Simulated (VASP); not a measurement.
# Si (P6_3/mmc) in VASP: a series of runs

The runs below take Si through single point, with r2SCAN.

Program: VASP 6.6.1. These are calculated values, not measurements. Logs are shortened: lines on timing, memory, paths and dates and some standing lists are left out, and cuts for length are marked.

### Step 1. The cell of the first run

The structure is hexagonal, space group P6_3/mmc (No. 194). The conventional cell has a = 3.851 Å, b = 3.851 Å, c = 6.323 Å, α = 90.00°, β = 90.00°, γ = 120.00°. Within 3.1 Å of Si (site symmetry 3m) lie 4 Si at 2.36 to 2.37 Å.

### Step 2. Single point, r2SCAN (strained cell)

Contents of POSCAR:

```
Si
1.0
    3.8512048931      0.0000000000      0.0000000000
   -1.9256024465      3.3352412726      0.0000000000
    0.0000000000      0.0000000000      6.3225255947
Si
4
Direct
    0.3333333333      0.6666666667     -0.0004342955
    0.6666666667      0.3333333333      0.4995657045
    0.3333333333      0.6666666667      0.3744342955
    0.6666666667      0.3333333333      0.8744342955
```

Contents of INCAR.step1:

```
SYSTEM = Si
PREC = Accurate
ENCUT = 520
ISMEAR = 0
SIGMA = 0.02
LREAL = .FALSE.
LASPH = .TRUE.
NELM = 100
NBANDS = 16
GGA = PE
ALGO = Normal
EDIFF = 1E-4
LWAVE = .TRUE.
LCHARG = .FALSE.
```

Contents of INCAR.step2:

```
SYSTEM = Si
PREC = Accurate
ENCUT = 520
EDIFF = 1E-6
ISMEAR = 0
SIGMA = 0.02
LREAL = .FALSE.
LASPH = .TRUE.
NELM = 100
ALGO = Normal
ISIF = 2
LWAVE = .FALSE.
LCHARG = .TRUE.
METAGGA = R2SCAN
LMIXTAU = .TRUE.
LELF = .TRUE.
LVHAR = .TRUE.
NBANDS = 16
ISTART = 1
```

Contents of KPOINTS:

```
regular mesh
0
G
  9 9 4
  0 0 0
```

Potentials or basis: VASP PAW PBE potentials, release 64 (Si).

The run is started by

```sh
$ cat potpaw_PBE.64/Si/POTCAR > POTCAR
$ cp INCAR.step1 INCAR
$ mpirun -np 1 vasp_std > vasp.out
$ cp INCAR.step2 INCAR
$ mpirun -np 1 vasp_std > vasp.out
```

OUTCAR:

```text
SYSTEM = Si
   PREC = Accurate
   ENCUT = 520
   EDIFF = 1E-6
   ISMEAR = 0
   LREAL = .FALSE.
   LASPH = .TRUE.
   NELM = 100
   ISIF = 2
   METAGGA = R2SCAN
   ISTART = 1

 ion  position               nearest neighbor table
   1  0.333  0.667  1.000-   4 2.36   4 2.36   4 2.36   3 2.37
   2  0.667  0.333  0.500-   3 2.36   3 2.36   3 2.36   4 2.37
   3  0.333  0.667  0.374-   2 2.36   2 2.36   2 2.36   1 2.37
   4  0.667  0.333  0.874-   1 2.36   1 2.36   1 2.36   2 2.37

  LATTYP: Found a hexagonal cell.
 ALAT       =     3.8512048931
 C/A-ratio  =     1.6417006548

  Lattice vectors:

 A1 = (   3.8512048931,   0.0000000000,   0.0000000000)
 A2 = (  -1.9256024465,   3.3352412726,   0.0000000000)
 A3 = (   0.0000000000,   0.0000000000,   6.3225255947)

Analysis of symmetry for initial positions (statically):
=====================================================================
 Subroutine PRICEL returns:
 Original cell was already a primitive cell.

 Routine SETGRP: Setting up the symmetry group for a
 hexagonal supercell.

 Subroutine GETGRP returns: Found 24 space group operations
 (whereof  6 operations were pure point group operations)
 out of a pool of 24 trial point group operations.

The static configuration has the point symmetry C_3v.
 The point group associated with its full space group is D_6h.

Analysis of symmetry for dynamics (positions and initial velocities):
=====================================================================
 Subroutine PRICEL returns:
 Original cell was already a primitive cell.

 Routine SETGRP: Setting up the symmetry group for a
 hexagonal supercell.

 Subroutine GETGRP returns: Found 24 space group operations
 (whereof  6 operations were pure point group operations)
 out of a pool of 24 trial point group operations.

The dynamic configuration has the point symmetry C_3v.
 The point group associated with its full space group is D_6h.

 Subroutine INISYM returns: Found 24 space group operations
 (whereof  6 operations are pure point group operations),
 and found     1 'primitive' translations

----------------------------------------------------------------------------------------

                                     Primitive cell

  volume of cell :      81.2109

  direct lattice vectors                    reciprocal lattice vectors
     3.851204893  0.000000000  0.000000000     0.259658997  0.149914192  0.000000000
    -1.925602446  3.335241273  0.000000000     0.000000000  0.299828384  0.000000000
     0.000000000  0.000000000  6.322525595     0.000000000  0.000000000  0.158164642

  length of vectors
[... 92 lines left out ...]
   ISIF   =      2    stress and relaxation
   ISYM   =      2    0-nonsym 1-usesym 2-fastsym
   POTIM  = 0.5000    time-step for ionic-motion
   TEBEG  =    0.0;   TEEND  =   0.0 temperature during run
   PSTRESS=    0.0 pullay stress
   NELECT =      16.0000    total number of electrons
   NUPDOWN=      -1.0000    fix difference up-down
   EMIN   =  10.00;   EMAX   =-10.00  energy-range for DOS
   EFERMI =   0.00;   METHOD = LEGACY
   ISMEAR =     0;   SIGMA  =   0.02  broadening in eV -4-tet -1-fermi 0-gaus
   EFERMI_NEDOS =   21; number of points for ismear=-14 and -15
   IALGO  =     38    algorithm
   IMIX   =      4    mixing-type and parameters
     AMIX     =   0.40;   BMIX     =  1.00
     AMIX_MAG =   1.60;   BMIX_MAG =  1.00
  volume/ion in A,a.u.               =      20.30       137.01
  Fermi-wavevector in a.u.,A,eV,Ry     =   0.952599  1.800151 12.346530  0.907444
  Thomas-Fermi vector in A             =   2.081176
   LORBIT       =      0    0 simple, 1 ext, 2 COOP (PROOUT), +10 PAW based schemes
   METAGGA = R2SCAN    functional components
   LHFCALC =     F    Hartree Fock is set to
   AEXX    =    0.0000 exact exchange contribution
   IVDW    =     0    specifies the selected vdW correction
   LEPSILON=     F    determine dielectric tensor
   LRPA    =     F    only Hartree local field effects (RPA)
 non-spin polarized calculation
 Gauss-broadening in eV      SIGMA  =   0.02
  energy-cutoff  :      520.00
  volume of cell :       81.21
 maximum number of plane-waves:      2208
 NGX is ok and might be reduce to    30
   NGX = 15   NGY = 15   NGZ = 23

 number of electron      16.0000000 magnetization

 Free energy of the ion-electron system (eV)
  ---------------------------------------------------
  ext. energy  EPLUGINS =         0.00000000
  ---------------------------------------------------
  free energy    TOTEN  =       -35.04433473 eV

  energy without entropy =      -35.04433473  energy(sigma->0) =      -35.04433473

 E-fermi :   5.9338     XC(G=0):  -9.7947

 val. band max:        5.8460238093   @ k =   0.0000   0.0000   0.0000
 cond. band min:       6.4957603719   @ k =   0.4444   0.0000   0.0000
 fundamental gap:      0.6497365626
 Fermi energy:         5.9338081504

 k-point     1 :       0.0000    0.0000    0.0000
  band No.  band energies     occupation
      1      -6.8450      2.00000
      2      -4.4279      2.00000
      3      -1.6070      2.00000
      4       4.2210      2.00000
      5       4.2210      2.00000
      6       5.5375      2.00000
[... 433 lines left out ...]
      3      -1.4183      2.00000
      4      -1.4183      2.00000
      5       0.6845      2.00000
      6       1.9818      2.00000
[... 8 lines left out ...]
     15      13.0079      0.00000
     16      13.1476      0.00000

 [... further k-points ...]

------------------------ aborting loop because EDIFF is reached ----------------------------------------

  FORCE on cell =-STRESS in cart. coord.  units (eV):
  Direction    XX          YY          ZZ          XY          YZ          ZX
  --------------------------------------------------------------------------------------
  -------------------------------------------------------------------------------------
  Total       -0.6807363     -0.6807363      0.0357135     -0.0000000     -0.0000000     -0.0000000
  in kB      -13.4299694    -13.4299694      0.7045778     -0.0000000     -0.0000000     -0.0000000
  external PRESSURE =      -8.7184537 kB  Pullay stress =       0.0000000 kB

 VOLUME and BASIS-vectors are now :
 -----------------------------------------------------------------------------
  energy-cutoff  :      520.00
  volume of cell :       81.21
      direct lattice vectors                 reciprocal lattice vectors
     3.851204893  0.000000000  0.000000000     0.259658997  0.149914192  0.000000000
    -1.925602446  3.335241273  0.000000000     0.000000000  0.299828384  0.000000000
     0.000000000  0.000000000  6.322525595     0.000000000  0.000000000  0.158164642

 POSITION                                       TOTAL-FORCE (eV/Angst)
 -----------------------------------------------------------------------------------
     -0.00000      2.22349      6.31978        -0.000000     -0.000000     -0.000671
      1.92560      1.11175      3.15852         0.000000     -0.000000     -0.000671
     -0.00000      2.22349      2.36737        -0.000000      0.000000      0.000671
      1.92560      1.11175      5.52863         0.000000      0.000000      0.000671
 -----------------------------------------------------------------------------------
    total drift:                               -0.000000      0.000000      0.000406

  FREE ENERGIE OF THE ION-ELECTRON SYSTEM (eV)
  ---------------------------------------------------
  free  energy   TOTEN  =       -35.0443347259 eV

  energy  without entropy=      -35.0443347259  energy(sigma->0) =      -35.04433473
```

Wall time 64 s (1 thread of Intel Xeon 6975P-C (Granite Rapids), shared host); peak memory 0.2 GiB.

What came out:

```
Free energy            : -35.0443 eV
Pressure               : -0.9 GPa
Band gap on the k mesh : 0.65 eV, indirect (least direct gap 1.27 eV)
```

Caveat: the cell differs from its parent crystal (strained cell); the PAW data sets were made with another functional, which shifts forces and pressure a little. A k mesh can miss the band edges.

### Step 3. Single point, r2SCAN (strained cell)

Contents of POSCAR:

```
Si
1.0
    3.8512048931      0.0000000000      0.0000000000
   -1.9256024465      3.3352412726      0.0000000000
    0.0000000000      0.0000000000      6.3348653510
Si
4
Direct
    0.3333333333      0.6666666667     -0.0003195752
    0.6666666667      0.3333333333      0.4996804248
    0.3333333333      0.6666666667      0.3743195752
    0.6666666667      0.3333333333      0.8743195752
```

Contents of INCAR.step1:

```
SYSTEM = Si
ALGO = Normal ; EDIFF = 1E-4
ENCUT = 520 ; GGA = PE
ISMEAR = 0 ; LASPH = .True.
LCHARG = .False. ; LREAL = .False.
LWAVE = .True. ; NBANDS = 16
NELM = 80 ; PREC = Accurate
SIGMA = 0.02
```

Contents of INCAR.step2:

```
SYSTEM = Si
ALGO = Normal ; EDIFF = 1E-6
ENCUT = 520 ; ISIF = 2
ISMEAR = 0 ; ISTART = 1
LASPH = .True. ; LCHARG = .True.
LELF = .True. ; LMIXTAU = .True.
LREAL = .False. ; LVHAR = .True.
LWAVE = .False. ; METAGGA = R2SCAN
NBANDS = 16 ; NELM = 80
PREC = Accurate ; SIGMA = 0.02
```

Contents of KPOINTS:

```
k-points
0
Gamma
  9 9 4
  0 0 0
```

Potentials or basis: VASP PAW PBE potentials, release 64 (Si).

The run is started by

```sh
$ cat potpaw_PBE.64/Si/POTCAR > POTCAR
$ cp INCAR.step1 INCAR
$ mpirun -np 1 vasp_std > vasp.out
$ cp INCAR.step2 INCAR
$ mpirun -np 1 vasp_std > vasp.out
```

OUTCAR:

```text
SYSTEM = Si
   EDIFF = 1E-6
   ENCUT = 520
   ISIF = 2
   ISMEAR = 0
   ISTART = 1
   LASPH = .True.
   LREAL = .False.
   METAGGA = R2SCAN
   NELM = 80
   PREC = Accurate

 ion  position               nearest neighbor table
   1  0.333  0.667  1.000-   4 2.36   4 2.36   4 2.36   3 2.37
   2  0.667  0.333  0.500-   3 2.36   3 2.36   3 2.36   4 2.37
   3  0.333  0.667  0.374-   2 2.36   2 2.36   2 2.36   1 2.37
   4  0.667  0.333  0.874-   1 2.36   1 2.36   1 2.36   2 2.37

  LATTYP: Found a hexagonal cell.
 ALAT       =     3.8512048931
 C/A-ratio  =     1.6449047835

  Lattice vectors:

 A1 = (   3.8512048931,   0.0000000000,   0.0000000000)
 A2 = (  -1.9256024465,   3.3352412726,   0.0000000000)
 A3 = (   0.0000000000,   0.0000000000,   6.3348653510)

Analysis of symmetry for initial positions (statically):
=====================================================================
 Subroutine PRICEL returns:
 Original cell was already a primitive cell.

 Routine SETGRP: Setting up the symmetry group for a
 hexagonal supercell.

 Subroutine GETGRP returns: Found 24 space group operations
 (whereof  6 operations were pure point group operations)
 out of a pool of 24 trial point group operations.

The static configuration has the point symmetry C_3v.
 The point group associated with its full space group is D_6h.

Analysis of symmetry for dynamics (positions and initial velocities):
=====================================================================
 Subroutine PRICEL returns:
 Original cell was already a primitive cell.

 Routine SETGRP: Setting up the symmetry group for a
 hexagonal supercell.

 Subroutine GETGRP returns: Found 24 space group operations
 (whereof  6 operations were pure point group operations)
 out of a pool of 24 trial point group operations.

The dynamic configuration has the point symmetry C_3v.
 The point group associated with its full space group is D_6h.

[... 124 lines left out ...]
  Fermi-wavevector in a.u.,A,eV,Ry     =   0.951980  1.798981 12.330491  0.906266
  Thomas-Fermi vector in A             =   2.080500
   LORBIT       =      0    0 simple, 1 ext, 2 COOP (PROOUT), +10 PAW based schemes
   METAGGA = R2SCAN    functional components
   LHFCALC =     F    Hartree Fock is set to
   AEXX    =    0.0000 exact exchange contribution
   IVDW    =     0    specifies the selected vdW correction
   LEPSILON=     F    determine dielectric tensor
   LRPA    =     F    only Hartree local field effects (RPA)
 non-spin polarized calculation
 Gauss-broadening in eV      SIGMA  =   0.02
  energy-cutoff  :      520.00
  volume of cell :       81.37
 maximum number of plane-waves:      2210
 NGX is ok and might be reduce to    30
   NGX = 15   NGY = 15   NGZ = 23

 number of electron      16.0000001 magnetization

 Free energy of the ion-electron system (eV)
  ---------------------------------------------------
  ext. energy  EPLUGINS =         0.00000000
  ---------------------------------------------------
  free energy    TOTEN  =       -35.04418776 eV

  energy without entropy =      -35.04418776  energy(sigma->0) =      -35.04418776

 E-fermi :   5.9105     XC(G=0):  -9.7871

 val. band max:        5.8292226262   @ k =   0.0000   0.0000   0.0000
 cond. band min:       6.4895380218   @ k =   0.4444   0.0000   0.0000
 fundamental gap:      0.6603153956
 Fermi energy:         5.9105294607

 k-point     1 :       0.0000    0.0000    0.0000
  band No.  band energies     occupation
      1      -6.8507      2.00000
      2      -4.4496      2.00000
      3      -1.6199      2.00000
      4       4.2158      2.00000
      5       4.2158      2.00000
      6       5.5070      2.00000
[... 433 lines left out ...]
      3      -1.4342      2.00000
      4      -1.4342      2.00000
      5       0.6767      2.00000
      6       1.9660      2.00000
[... 8 lines left out ...]
     15      12.9701      0.00000
     16      13.1333      0.00000

 [... further k-points ...]

------------------------ aborting loop because EDIFF is reached ----------------------------------------

  FORCE on cell =-STRESS in cart. coord.  units (eV):
  Direction    XX          YY          ZZ          XY          YZ          ZX
  --------------------------------------------------------------------------------------
  -------------------------------------------------------------------------------------
  Total       -0.7135077     -0.7135077     -0.1857988     -0.0000000     -0.0000000      0.0000000
  in kB      -14.0490827    -14.0490827     -3.6584083     -0.0000000     -0.0000000      0.0000000
  external PRESSURE =     -10.5855246 kB  Pullay stress =       0.0000000 kB

 VOLUME and BASIS-vectors are now :
 -----------------------------------------------------------------------------
  energy-cutoff  :      520.00
  volume of cell :       81.37
      direct lattice vectors                 reciprocal lattice vectors
     3.851204893  0.000000000  0.000000000     0.259658997  0.149914192  0.000000000
    -1.925602446  3.335241273  0.000000000     0.000000000  0.299828384  0.000000000
     0.000000000  0.000000000  6.334865351     0.000000000  0.000000000  0.157856552

 POSITION                                       TOTAL-FORCE (eV/Angst)
 -----------------------------------------------------------------------------------
     -0.00000      2.22349      6.33284         0.000000      0.000000     -0.000789
      1.92560      1.11175      3.16541        -0.000000     -0.000000     -0.000789
     -0.00000      2.22349      2.37126         0.000000      0.000000      0.000789
      1.92560      1.11175      5.53870        -0.000000      0.000000      0.000789
 -----------------------------------------------------------------------------------
    total drift:                               -0.000000      0.000000      0.000410

  FREE ENERGIE OF THE ION-ELECTRON SYSTEM (eV)
  ---------------------------------------------------
  free  energy   TOTEN  =       -35.0441877557 eV

  energy  without entropy=      -35.0441877557  energy(sigma->0) =      -35.04418776
```

Run time: 66 s. Hardware: 1 thread of Intel Xeon 6975P-C (Granite Rapids), shared host; peak memory 0.2 GiB.

What came out:

```
Free energy            : -35.0442 eV
Pressure               : -1.1 GPa
Band gap on the k mesh : 0.66 eV, indirect (least direct gap 1.29 eV)
```

Levels at points of the mesh, in eV from the valence-band top:
```
           k point  band 6  band 7  band 8  band 9  band 10  band 11
(0.00, 0.00, 0.00)   -0.32    0.00    0.00    1.29     2.16     2.16
(0.00, 0.00, 0.50)   -0.98   -0.98   -0.98    2.08     2.08     3.20
```

Caveat: the cell differs from its parent crystal (strained cell); the PAW data sets were made with another functional, which shifts forces and pressure a little. A k mesh can miss the band edges.
